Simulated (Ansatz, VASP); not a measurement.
BaN: VASP beside Ansatz

Contents of INCAR:

```
SYSTEM = BaN
PREC = Accurate ; ENCUT = 600
EDIFF = 1E-6 ; ISMEAR = 0
SIGMA = 0.1 ; LREAL = .False.
LASPH = .True. ; NELM = 150
ALGO = Normal ; ISIF = 3
LWAVE = .False. ; LCHARG = .False.
ISPIN = 2 ; MAGMOM = 0 0 1 1
LORBIT = 11 ; GGA = PE
IBRION = 2 ; NSW = 90
EDIFFG = -0.04
```

File KPOINTS:

```
regular mesh
0
Gamma
  4 4 4
  0 0 0
```

Contents of POSCAR:

```
BaN
1.0
    0.0000000000      3.6406980700      3.6406980700
    3.6406980700      0.0000000000      3.6406980700
    3.6406980700      3.6406980700      0.0000000000
Ba N
2 2
Direct
    0.0000000000      0.0000000000      0.0000000000
    0.2500000000      0.2500000000      0.2500000000
    0.7500000000      0.7500000000      0.7500000000
    0.5000000000      0.5000000000      0.5000000000
```

Input for Ansatz:

```yaml
crystal:
  lattice:
    - [0.0, 3.64069807, 3.64069807]
    - [3.64069807, 0.0, 3.64069807]
    - [3.64069807, 3.64069807, 0.0]
  atoms:
    - { symbol: Ba, position: [0.0, 0.0, 0.0] }
    - { symbol: Ba, position: [0.25, 0.25, 0.25] }
    - { symbol: "N", position: [0.75, 0.75, 0.75], spin: 1.0 }
    - { symbol: "N", position: [0.5, 0.5, 0.5], spin: 1.0 }
basis:
  ecutwfc: 420
kpoints:
  mp_grid: { grid: [4, 4, 4] }
hamiltonian:
  xc: pbe
scf:
  occupations: { method: gaussian, width: 0.1 }
  lower_state_search: "off"
output:
  forces: true
  stress: true
  eigenvalues: true
  populations: true
magnetization:
  spin_polarized: true
relax:
  adjacent_minimum: "off"
  f_tol: 0.04
  max_steps: 70
  cell: { stress_tol: 0.4 }
```

Alike in both runs: task relaxation of cell and atoms; functional PBE; k mesh 4 × 4 × 4; occupations gaussian, width 0.1 eV; collinear spin.

```csv
,VASP,Ansatz
version,VASP 6.6.1,Ansatz 0.2.0
potentials or method,"VASP PAW PBE potentials, release 64 (Ba_sv, N), cutoff 600 eV","scalar-relativistic, plane waves, PAW"
valence electrons in the cell,30,30
```

Ansatz gave:

* gap on the k mesh at the Fermi level, each at its own relaxed structure (eV): none
* net moment per atom (μB): 0.50
* size of the moment on the site where the two differ most (μB): 1.01
* relaxed volume (Å³/atom): 21.11
* relaxed length of the cell vector where the two differ most in proportion (Å): 4.924

Question: Estimate VASP's values.

Answer: gap on the k mesh at the Fermi level, each at its own relaxed structure (eV): none; net moment per atom (μB): 0.50; size of the moment on the site where the two differ most (μB): 0.72; relaxed volume (Å³/atom): 21.93; relaxed length of the cell vector where the two differ most in proportion (Å): 4.987.

Site moments also hang on the region over which each program counts them. A gap of «none» marks a metal or a gap that the smearing closes.

The k mesh is coarse, so the values compare programs but aren't converged. Neither program's run includes spin-orbit coupling.
